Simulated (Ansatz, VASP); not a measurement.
**One calculation of Co, two programs**

INCAR

```
PREC = Accurate
ENCUT = 520
EDIFF = 1E-6
ISMEAR = 0
SIGMA = 0.02
LREAL = F
LASPH = T
NELM = 150
ALGO = Normal
ISIF = 2
LWAVE = F
LCHARG = T
ISPIN = 2
MAGMOM = 2 2 2 2
LORBIT = 11
LMAXMIX = 4
GGA = PE
LELF = T
LVHAR = T
NBANDS = 30
```

Contents of KPOINTS:

```
Automatic mesh
0
Gamma
  12 12 4
```

The input POSCAR:

```
Co
1.0
    2.4705617809      0.0000000000      0.0000000000
   -1.2352808905      2.1395692639      0.0000000000
    0.0000000000      0.0000000000      8.0882338000
Co
4
Direct
    0.6666666667      0.3333333333      0.7500000000
    0.0000000000      0.0000000000      0.5000000000
    0.3333333333      0.6666666667      0.2500000000
    0.0000000000      0.0000000000      0.0000000000
```

input.yaml

```yaml
crystal:
  lattice:
    - [2.4705617809, 0.0, 0.0]
    - [-1.2352808905, 2.1395692639, 0.0]
    - [0.0, 0.0, 8.0882338]
  atoms:
    - { symbol: Co, position: [0.6666666667, 0.3333333333, 0.75], spin: 2.0 }
    - { symbol: Co, position: [0.0, 0.0, 0.5], spin: 2.0 }
    - { symbol: Co, position: [0.3333333333, 0.6666666667, 0.25], spin: 2.0 }
    - { symbol: Co, position: [0.0, 0.0, 0.0], spin: 2.0 }
hamiltonian:
  xc: pbe
  pseudopotentials: { kind: paw }
magnetization:
  spin_polarized: true
kpoints:
  mp_grid: { grid: [12, 12, 4] }
scf:
  occupations: { method: gaussian, width: 0.02 }
output:
  forces: true
  stress: true
  eigenvalues: true
  write_density: true
  write_potential: true
  elf: true
  volumetric_format: npy
```

Alike in both runs: task single point; functional PBE; k mesh 12 × 12 × 4; occupations gaussian, width 0.02 eV; collinear spin.

```csv
,VASP,Ansatz
version,VASP 6.6.1,Ansatz 0.2.0
potentials or method,"VASP PAW PBE potentials, release 64 (Co)",Ansatz PAW
plane-wave cutoff (eV),520,420
valence electrons in the cell,36,68
```

```tsv
	VASP	Ansatz	Ansatz less VASP
gap on the k mesh at the Fermi level (eV)	none	none	-
pressure (GPa)	3.8	4.7	+0.92
traceless stress, the component that is largest in VASP (GPa)	-2.90	-3.12	-0.219
net moment per atom (μB)	1.65	1.66	+0.010
size of the moment on the site where the two differ most (μB)	1.67	1.74	+0.066
```

Site moments also hang on the region over which each program counts them. A gap of «none» marks a metal or a gap that the smearing closes. With one functional, cell and mesh, what is left measures potentials, basis and numerics. VASP's potentials hold 36 valence electrons a cell and Ansatz's 68, so a difference there can come from the potentials and not from the codes.
